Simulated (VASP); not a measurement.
# Ru: single point with PBE

Ru:

```
Ru
1.0
     2.51103    0.00000    0.00000
     0.00000    2.51103    0.00000
     0.00000    0.00000    2.51103
Ru
1
Direct
  0.50000 0.50000 0.50000
```

```json
{"Program": "VASP 6.6.1", "Task": "single point", "Functional": "PBE", "Potentials or basis": "VASP PAW PBE potentials, release 64 (Ru_pv)", "Cutoff": "520 eV", "k mesh": "22 × 22 × 22", "Occupations": "gaussian, width 0.1 eV", "Spin": "collinear spin, ferromagnetic start", "Starting moments": "[0.55] μB", "Dipole correction": "no", "Further INCAR settings": "ALGO = Fast; EDIFF = 1e-06; NBANDS = 17"}
```

The pressure is 0.0 GPa. The band gap on the k mesh is zero (filled and empty bands overlap). The net moment is 0.00 μB per cell. The valence electrons inside the program's atomic spheres are Ru 12.67.

Levels at points of the mesh, in eV from the Fermi level:
Spin up:
| k point | band 3 | band 4 | band 5 | band 6 | band 7 | band 8 | band 9 | band 10 | band 11 | band 12 |
| --- | --- | --- | --- | --- | --- | --- | --- | --- | --- | --- |
| (0.00, 0.00, 0.00) | -42.41 | -7.14 | -5.33 | -5.33 | 1.60 | 1.60 | 1.60 | 10.93 | 16.63 | 16.63 |
| (0.50, 0.00, 0.00) | -42.32 | -4.58 | -4.44 | -1.00 | -1.00 | -0.25 | 1.85 | 7.32 | 10.93 | 16.41 |
| (0.50, 0.50, 0.00) | -42.23 | -6.05 | -3.59 | -0.49 | -0.49 | 3.50 | 5.66 | 5.66 | 10.93 | 13.78 |
| (0.50, 0.50, 0.50) | -43.19 | -4.70 | -4.70 | -4.70 | 3.67 | 3.67 | 9.17 | 10.93 | 12.62 | 12.62 |
Spin down:
| k point | band 4 | band 5 | band 6 | band 7 | band 8 | band 9 | band 10 | band 11 |
| --- | --- | --- | --- | --- | --- | --- | --- | --- |
| (0.00, 0.00, 0.00) | -7.14 | -5.33 | -5.33 | 1.60 | 1.60 | 1.60 | 10.93 | 16.63 |
| (0.50, 0.00, 0.00) | -4.58 | -4.44 | -1.00 | -1.00 | -0.25 | 1.85 | 7.32 | 10.93 |
| (0.50, 0.50, 0.00) | -6.05 | -3.59 | -0.49 | -0.49 | 3.50 | 5.66 | 5.66 | 10.93 |
| (0.50, 0.50, 0.50) | -4.70 | -4.70 | -4.70 | 3.67 | 3.67 | 9.17 | 10.93 | 12.62 |

Wall time 110 s on 1 thread of Intel(R) Xeon(R) 6975P-C (Granite Rapids), on a shared host, peak memory 0.24 GiB.
